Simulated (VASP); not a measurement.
# Zn16S17 (a cell with a defect) in VASP: single point with PBE

Aim: the single point of Zn16S17 (a cell with a defect) with PBE.

All numbers are computed with VASP 6.6.1; they aren't measurements. Logs are shortened: lines on timing, memory, paths and dates and some standing lists are left out, and cuts for length are marked.

**1. The cell of the first run**

The cell holds a defect, 33 atoms: a = 7.695 Å, b = 7.695 Å, c = 13.354 Å, α = 73.26°, β = 73.26°, γ = 60.00°.

**2. Single point, PBE (with an interstitial atom, then relaxed in part)**

The input, INCAR:

```
SYSTEM = Zn16S17
PREC = Accurate
ENCUT = 520
EDIFF = 1E-7
ISMEAR = 0
SIGMA = 0.01
LREAL = Auto
LASPH = .True.
NELM = 100
ALGO = Normal
ISIF = 2
LWAVE = .False.
LCHARG = .True.
GGA = PE
LVHAR = .True.
NBANDS = 169
KPAR = 2
NCORE = 2
```

The input, KPOINTS:

```
regular mesh
0
Gamma
  2 2 2
  0 0 0
```

The input, POSCAR:

```
Zn16S17
1.0
    3.8473143590      6.6637439425      0.0000000000
   -3.8473143590      6.6637439425      0.0000000000
    0.0000000000      4.4424959617     12.5932143284
Zn S
16 17
Direct
    0.4212194347      0.4154485342      0.7539103458
    0.4208749399      0.9179617399      0.7503345507
    0.9159181249      0.4240166661      0.7505984148
    0.9248024227      0.9177741728      0.7448959363
   -0.0089818034      0.0078771068      0.9885405837
    0.0037208604      0.5147132281      0.9942623208
    0.5486729608     -0.0488148295      0.9915446044
    0.4988042975      0.4903490251      1.0019088790
    0.5761577798      0.5947199371      0.2527469052
    0.5779329105      0.0931646698      0.2484312593
    0.0788914421      0.6107182590      0.2479128995
    0.0573599754      0.1201840944      0.2832888668
    0.8307403671      0.8467454674      0.4991497157
    0.8239814193      0.3512933736      0.5117815652
    0.3381643546      0.8366783282      0.5041665476
    0.3320229548      0.3413377529      0.4996225652
    0.6713745333      0.6052718856      0.0668475511
    0.6519832806      0.1337814248      0.0593961871
    0.1446828415      0.6573864571      0.0596979906
    0.2262726530     -0.0216853364      0.0728214128
    0.8895514474      0.9225531788      0.3130478026
    0.8709284842      0.4417840947      0.3289402514
    0.3924678296      0.9039950383      0.3195238309
    0.3899086585      0.4069043864      0.3122617525
    0.4722735722      0.4847337199      0.5689493164
    0.4792394028      0.9878541338      0.5644715803
    0.9793393233      0.4943832904      0.5659488269
    0.9803956408      0.9913650239      0.5606036523
    0.0657200348      0.0693666121      0.8055628732
    0.0674864468      0.5634054169      0.8125269162
    0.5736213673      0.0592533492      0.8097613337
    0.5638447562      0.5646446057      0.8147785434
    0.1781166462      0.2423001099      0.1114601630
```

Potentials or basis: VASP PAW PBE potentials, release 64 (Zn, S).

Run with:

```console
> cat potpaw_PBE.64/Zn/POTCAR potpaw_PBE.64/S/POTCAR > POTCAR
> mpirun -np 4 vasp_std > vasp.out
```

OUTCAR:

```text
SYSTEM = Zn16S17
   PREC = Accurate
   ENCUT = 520
   EDIFF = 1E-7
   ISMEAR = 0
   LREAL = Auto
   LASPH = .True.
   NELM = 100
   ISIF = 2
   GGA = PE

 ion  position               nearest neighbor table
   1  0.421  0.415  0.754-  25 2.33  32 2.34  30 2.35  31 2.36
   2  0.421  0.918  0.750-  26 2.34  31 2.35  29 2.35  32 2.36
   3  0.916  0.424  0.751-  27 2.33  29 2.35  32 2.35  30 2.35
   4  0.925  0.918  0.745-  28 2.32  31 2.34  29 2.35  30 2.37
   5  0.991  0.008  0.989-  20 2.28  18 2.28  29 2.31  19 2.36
   6  0.004  0.515  0.994-  17 2.27  33 2.27  30 2.29  19 2.33
[... 11 lines left out ...]
  18  0.652  0.134  0.059-   5 2.28   8 2.36  10 2.39   7 2.39
  19  0.145  0.657  0.060-   6 2.33   8 2.35   5 2.36  11 2.37
  20  0.226  0.978  0.073-  33 2.07   5 2.28   7 2.33
  21  0.890  0.923  0.313-  12 2.34  13 2.35  10 2.37  11 2.37
  22  0.871  0.442  0.329-  14 2.31  12 2.32   9 2.35  11 2.39
  23  0.392  0.904  0.320-  15 2.33  10 2.36   9 2.36  12 2.37
  24  0.390  0.407  0.312-   9 2.35  16 2.36  11 2.36  10 2.37
  25  0.472  0.485  0.569-   1 2.33  14 2.33  15 2.35  16 2.37
  26  0.479  0.988  0.564-   2 2.34  15 2.34  13 2.35  16 2.36
  27  0.979  0.494  0.566-   3 2.33  14 2.33  13 2.36  16 2.36
  28  0.980  0.991  0.561-   4 2.32  13 2.36  15 2.37  14 2.37
  29  0.066  0.069  0.806-   5 2.31   3 2.35   4 2.35   2 2.35
  30  0.067  0.563  0.813-   6 2.29   1 2.35   3 2.35   4 2.37
  31  0.574  0.059  0.810-   7 2.31   4 2.34   2 2.35   1 2.36
  32  0.564  0.565  0.815-   1 2.34   3 2.35   2 2.36   8 2.36
  33  0.178  0.242  0.111-  20 2.07   6 2.27  12 2.33

  LATTYP: Found a trigonal (rhomboedric) cell.
 ALAT       =    13.3538315659
 COS(alpha) =     0.8339902658

  Lattice vectors:

 A1 = (  -3.8473143590,  -2.2212479808,  12.5932143284)
 A2 = (   3.8473143590,  -2.2212479808,  12.5932143284)
 A3 = (   0.0000000000,   4.4424959617,  12.5932143284)

Analysis of symmetry for initial positions (statically):
=====================================================================
 Subroutine PRICEL returns:
 Original cell was already a primitive cell.

 Routine SETGRP: Setting up the symmetry group for a
 trigonal (rhombohedral) supercell.

 Subroutine GETGRP returns: Found  1 space group operations
 (whereof  1 operations were pure point group operations)
 out of a pool of 12 trial point group operations.

The static configuration has the point symmetry C_1 .

Analysis of symmetry for dynamics (positions and initial velocities):
=====================================================================
 Subroutine PRICEL returns:
 Original cell was already a primitive cell.

 Routine SETGRP: Setting up the symmetry group for a
 trigonal (rhombohedral) supercell.

 Subroutine GETGRP returns: Found  1 space group operations
 (whereof  1 operations were pure point group operations)
 out of a pool of 12 trial point group operations.

The dynamic configuration has the point symmetry C_1 .

 Subroutine INISYM returns: Found  1 space group operations
 (whereof  1 operations are pure point group operations),
 and found     1 'primitive' translations

----------------------------------------------------------------------------------------

                                     Primitive cell

  volume of cell :     645.7175

  direct lattice vectors                    reciprocal lattice vectors
     3.847314359  6.663743943  0.000000000     0.129960786  0.075032895 -0.026469281
    -3.847314359  6.663743943  0.000000000    -0.129960786  0.075032895 -0.026469281
     0.000000000  4.442495962 12.593214328     0.000000000  0.000000000  0.079407844

  length of vectors
     7.694628718  7.694628718 13.353831566     0.152382296  0.152382296  0.079407844

  position of ions in fractional coordinates (direct lattice)
     0.421219435  0.415448534  0.753910346
     0.420874940  0.917961740  0.750334551
     0.915918125  0.424016666  0.750598415
     0.924802423  0.917774173  0.744895936
     0.991018197  0.007877107  0.988540584
     0.003720860  0.514713228  0.994262321
[... 25 lines left out ...]
     0.563844756  0.564644606  0.814778543
     0.178116646  0.242300110  0.111460163

  ion indices of the primitive-cell ions
   primitive index   ion index
                 1           1
                 2           2
                 3           3
                 4           4
                 5           5
                 6           6
[... 25 lines left out ...]
                32          32
                33          33

----------------------------------------------------------------------------------------

 KPOINTS: regular mesh

Automatic generation of k-mesh.
 Grid dimensions read from file:
 generate k-points for:    2    2    2

 Generating k-lattice:

  Cartesian coordinates                     Fractional coordinates (reciprocal lattice)
     0.064980393  0.037516448 -0.013234641     0.500000000  0.000000000  0.000000000
    -0.064980393  0.037516448 -0.013234641     0.000000000  0.500000000  0.000000000
     0.000000000  0.000000000  0.039703922     0.000000000  0.000000000  0.500000000

  Length of vectors
     0.076191148  0.076191148  0.039703922

  Shift w.r.t. Gamma in fractional coordinates (k-lattice)
     0.000000000  0.000000000  0.000000000

 Subroutine IBZKPT returns following result:
 ===========================================

 Found      8 irreducible k-points:

 Following reciprocal coordinates:
            Coordinates               Weight
  0.000000  0.000000  0.000000      1.000000
  0.500000  0.000000  0.000000      1.000000
  0.000000  0.500000  0.000000      1.000000
  0.500000  0.500000  0.500000      1.000000
  0.500000  0.500000  0.000000      1.000000
  0.000000  0.500000  0.500000      1.000000
  0.500000  0.000000  0.500000      1.000000
  0.000000  0.000000  0.500000      1.000000
   k-points           NKPTS =      8   k-points in BZ     NKDIM =      8   number of bands    NBANDS=    169
   number of dos      NEDOS =    301   number of ions     NIONS =     33
   total plane-waves  NPLWV = 360000
   dimension x,y,z NGX =    60 NGY =   60 NGZ =  100
   dimension x,y,z NGXF=   120 NGYF=  120 NGZF=  200
   ions per type =              16  17
   NGX,Y,Z   is equivalent  to a cutoff of  12.96, 12.96, 12.45 a.u.
   NGXF,Y,Z  is equivalent  to a cutoff of  25.93, 25.93, 24.90 a.u.
 SYSTEM =  Zn16S17
   PREC   = accura    normal or accurate (medium, high low for compatibility)
   ISTART =      0    job   : 0-new  1-cont  2-samecut
   ICHARG =      2    charge: 1-file 2-atom 10-const
   ISPIN  =      1    spin polarized calculation?
   LNONCOLLINEAR =      F non collinear calculations
   LSORBIT =      F    spin-orbit coupling
   LASPH  =      T    aspherical Exc in radial PAW
   ENCUT  =  520.0 eV  38.22 Ry    6.18 a.u.  14.31 14.31 24.83*2*pi/ulx,y,z
   NELM   =    100;   NELMIN=  2; NELMDL= -5     # of ELM steps
   EDIFF  = 0.1E-06   stopping-criterion for ELM
   LREAL  =      T    real-space projection
   EDIFFG = 0.1E-05   stopping-criterion for IOM
   NSW    =      0    number of steps for IOM
   IBRION =     -1    ionic relax: 0-MD 1-quasi-New 2-CG
   NFREE  =      0    steps in history (QN), initial steepest desc. (CG)
   ISIF   =      2    stress and relaxation
   ISYM   =      2    0-nonsym 1-usesym 2-fastsym
   POTIM  = 0.5000    time-step for ionic-motion
   TEBEG  =    0.0;   TEEND  =   0.0 temperature during run
   PSTRESS=    0.0 pullay stress
   NELECT =     294.0000    total number of electrons
   NUPDOWN=      -1.0000    fix difference up-down
   EMIN   =  10.00;   EMAX   =-10.00  energy-range for DOS
   EFERMI =   0.00;   METHOD = LEGACY
   ISMEAR =     0;   SIGMA  =   0.01  broadening in eV -4-tet -1-fermi 0-gaus
   EFERMI_NEDOS =   21; number of points for ismear=-14 and -15
   IALGO  =     38    algorithm
   IMIX   =      4    mixing-type and parameters
     AMIX     =   0.40;   BMIX     =  1.00
     AMIX_MAG =   1.60;   BMIX_MAG =  1.00
  volume/ion in A,a.u.               =      19.57       132.05
  Fermi-wavevector in a.u.,A,eV,Ry     =   1.259437  2.379991 21.581307  1.586181
  Thomas-Fermi vector in A             =   2.392997
   LORBIT       =      0    0 simple, 1 ext, 2 COOP (PROOUT), +10 PAW based schemes
   GGA     = PE    functional components
   LHFCALC =     F    Hartree Fock is set to
   AEXX    =    0.0000 exact exchange contribution
   IVDW    =     0    specifies the selected vdW correction
   LEPSILON=     F    determine dielectric tensor
   LRPA    =     F    only Hartree local field effects (RPA)
 non-spin polarized calculation
 Gauss-broadening in eV      SIGMA  =   0.01
  energy-cutoff  :      520.00
  volume of cell :      645.72
 maximum number of plane-waves:     17452
 NGX is ok and might be reduce to    60
   NGX = 29   NGY = 29   NGZ = 49

 number of electron     294.0000022 magnetization

 Free energy of the ion-electron system (eV)
  ---------------------------------------------------
  ext. energy  EPLUGINS =         0.00000000
  ---------------------------------------------------
  free energy    TOTEN  =      -110.88608393 eV

  energy without entropy =     -110.88608393  energy(sigma->0) =     -110.88608393

 E-fermi :   3.1037     XC(G=0):  -9.6692

 val. band max:        3.0244066062   @ k =   0.5000   0.0000   0.5000
 cond. band min:       4.2458124386   @ k =   0.0000   0.0000   0.0000
 fundamental gap:      1.2214058324
 Fermi energy:         3.1037329932

 k-point     1 :       0.0000    0.0000    0.0000
  band No.  band energies     occupation
      1     -12.0280      2.00000
      2     -10.8210      2.00000
      3     -10.4826      2.00000
      4     -10.2684      2.00000
      5     -10.0601      2.00000
      6     -10.0171      2.00000
[... 151 lines left out ...]
    158       6.0426      0.00000
    159       6.0645      0.00000
[... 1132 lines left out ...]
    158       6.0005      0.00000
    159       6.1455      0.00000
 [bands above 159 left out]

------------------------ aborting loop because EDIFF is reached ----------------------------------------

  FORCE on cell =-STRESS in cart. coord.  units (eV):
  Direction    XX          YY          ZZ          XY          YZ          ZX
  --------------------------------------------------------------------------------------
  -------------------------------------------------------------------------------------
  Total       13.6470173     10.3635966      8.9606997     -0.5300133      1.2478164     -2.1970599
  in kB       33.8614663     25.7145256     22.2336079     -1.3150879      3.0961266     -5.4514233
  external PRESSURE =      27.2698666 kB  Pullay stress =       0.0000000 kB

 VOLUME and BASIS-vectors are now :
 -----------------------------------------------------------------------------
  energy-cutoff  :      520.00
  volume of cell :      645.72
      direct lattice vectors                 reciprocal lattice vectors
     3.847314359  6.663743943  0.000000000     0.129960786  0.075032895 -0.026469281
    -3.847314359  6.663743943  0.000000000    -0.129960786  0.075032895 -0.026469281
     0.000000000  4.442495962 12.593214328     0.000000000  0.000000000  0.079407844

 POSITION                                       TOTAL-FORCE (eV/Angst)
 -----------------------------------------------------------------------------------
      0.02220      8.92458      9.49415         0.004132      0.002823      0.007451
     -1.91245     12.25502      9.44912         0.000165     -0.000715      0.003537
      1.89250     12.26351      9.45245         0.000080     -0.003019      0.003317
      0.02704     15.58766      9.38063        -0.003531     -0.001145      0.005987
      3.78245     11.04797     12.44890        -0.010293      0.000761     -0.009582
     -1.96595      7.87172     12.52096        -0.001839      0.006579     -0.009583
[... 25 lines left out ...]
     -0.00308     11.13961     10.26068        -0.003563      0.003498      0.002577
     -0.24693      3.29671      1.40364         0.088271     -0.088827     -0.033420
 -----------------------------------------------------------------------------------
    total drift:                               -0.000156      0.005638      0.001603

  FREE ENERGIE OF THE ION-ELECTRON SYSTEM (eV)
  ---------------------------------------------------
  free  energy   TOTEN  =      -110.8860839287 eV

  energy  without entropy=     -110.8860839287  energy(sigma->0) =     -110.88608393
```

Wall time 16 min (4 MPI ranks of Oxide Virtual Turin-like, shared host); peak memory 0.61 GiB.

Results:

```
Free energy            : -110.8861 eV
Pressure               : 2.7 GPa
Largest force          : 0.130 eV/Å
Band gap on the k mesh : 1.22 eV
```

Forces on the atoms (eV/Å):
```
Zn   0.004  0.003  0.007
Zn   0.000 -0.001  0.004
Zn   0.000 -0.003  0.003
Zn  -0.004 -0.001  0.006
Zn  -0.010  0.001 -0.010
Zn  -0.002  0.007 -0.010
Zn  -0.001  0.008 -0.010
Zn  -0.004 -0.005 -0.006
Zn  -0.007 -0.006  0.001
Zn  -0.001  0.001 -0.002
Zn   0.002  0.003 -0.003
Zn  -0.002 -0.007  0.003
Zn  -0.002 -0.003  0.000
Zn   0.003  0.000  0.009
Zn   0.001  0.002  0.000
Zn   0.003  0.000 -0.002
S   -0.012 -0.009  0.004
S   -0.001  0.001  0.015
S    0.000 -0.003  0.005
S   -0.067  0.095  0.056
S    0.000 -0.006 -0.002
S   -0.004  0.007 -0.008
S    0.004 -0.003 -0.003
S    0.001 -0.003 -0.002
S    0.001  0.000  0.001
S    0.001  0.000 -0.003
S    0.000  0.003 -0.004
S    0.002  0.002 -0.006
S    0.006  0.002 -0.004
S    0.000 -0.001 -0.002
S    0.005  0.002 -0.006
S   -0.004  0.003  0.003
S    0.088 -0.089 -0.033
```

Stress tensor (GPa, compression positive):
```
 3.39 -0.13 -0.55
-0.13  2.57  0.31
-0.55  0.31  2.22
```

Levels at points of the mesh, in eV from the valence-band top:
| k point | band 143 | band 144 | band 145 | band 146 | band 147 | band 148 | band 149 | band 150 | band 151 | band 152 |
| --- | --- | --- | --- | --- | --- | --- | --- | --- | --- | --- |
| (0.00, 0.00, 0.00) | -1.10 | -0.96 | -0.86 | -0.82 | -0.63 | 1.22 | 2.23 | 2.46 | 2.53 | 2.55 |
| (0.50, 0.00, 0.00) | -1.41 | -1.37 | -1.30 | -0.67 | -0.01 | 2.56 | 2.77 | 3.05 | 3.19 | 3.28 |
| (0.00, 0.50, 0.00) | -1.34 | -1.31 | -1.17 | -0.62 | -0.18 | 2.32 | 2.72 | 2.85 | 3.22 | 3.29 |
| (0.50, 0.50, 0.50) | -1.40 | -1.34 | -1.23 | -0.93 | -0.24 | 2.56 | 2.71 | 2.80 | 3.08 | 3.25 |
| (0.50, 0.50, 0.00) | -1.49 | -1.44 | -1.22 | -0.94 | -0.25 | 2.59 | 2.87 | 2.92 | 3.10 | 3.14 |
| (0.00, 0.50, 0.50) | -1.45 | -1.42 | -1.36 | -0.64 | -0.19 | 2.45 | 2.85 | 3.05 | 3.15 | 3.25 |
| (0.50, 0.00, 0.50) | -1.57 | -1.45 | -1.43 | -0.66 | 0.00 | 2.79 | 2.84 | 2.94 | 3.11 | 3.20 |
| (0.00, 0.00, 0.50) | -1.06 | -1.02 | -0.99 | -0.88 | -0.70 | 1.95 | 2.09 | 2.26 | 2.31 | 2.42 |

Caveat: the k points lie up to 0.48 Å⁻¹ apart; the cell differs from its parent crystal (with an interstitial atom, then relaxed in part).
